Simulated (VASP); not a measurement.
A run of VASP 6.6.1 is set up as follows.

INCAR

```
SYSTEM = Fe
PREC     = Accurate       ! precision mode
ENCUT    = 520            ! plane-wave cutoff, eV
EDIFF    = 1E-6           ! SCF threshold, eV
ISMEAR   = -1             ! smearing method
SIGMA    = 0.1            ! smearing width, eV
LREAL    = .False.        ! projectors in reciprocal space
LASPH    = .True.         ! aspherical terms in the spheres
NELM     = 80             ! most SCF steps
ALGO     = Normal         ! electronic algorithm
ISIF     = 2              ! what is computed and relaxed
LWAVE    = .False.        ! write WAVECAR
LCHARG   = .False.        ! write CHGCAR
GGA      = RP             ! functional
NBANDS   = 10             ! bands
```

The input KPOINTS:

```
regular mesh
0
Gamma
  17 17 17
  0 0 0
```

File POSCAR:

```
Fe
1.0
    0.0000000000      1.7830391310      1.7830391310
    1.7830391310      0.0000000000      1.7830391310
    1.7830391310      1.7830391310      0.0000000000
Fe
1
Direct
    0.0000000000      0.0000000000      0.0000000000
```

Potentials or basis: VASP PAW PBE potentials, release 64 (Fe).

Run with:

```sh
$ cat potpaw_PBE.64/Fe/POTCAR > POTCAR
$ mpirun -np 1 vasp_std > vasp.out
```

Problem. What does it give for the band gap on the k mesh?

Solution. Zero (band 4 reaches 6.89 eV, above the bottom of band 5 at 5.19 eV).

Problem. What does it give for the pressure?

Solution. -17.0 GPa.

Caveat: the PAW data sets were made with another functional, which shifts forces and pressure a little; the run has no spin polarisation, though such a crystal can be magnetic. Spin polarisation is off, so any magnetic state and its effect on volume and gap are missing.
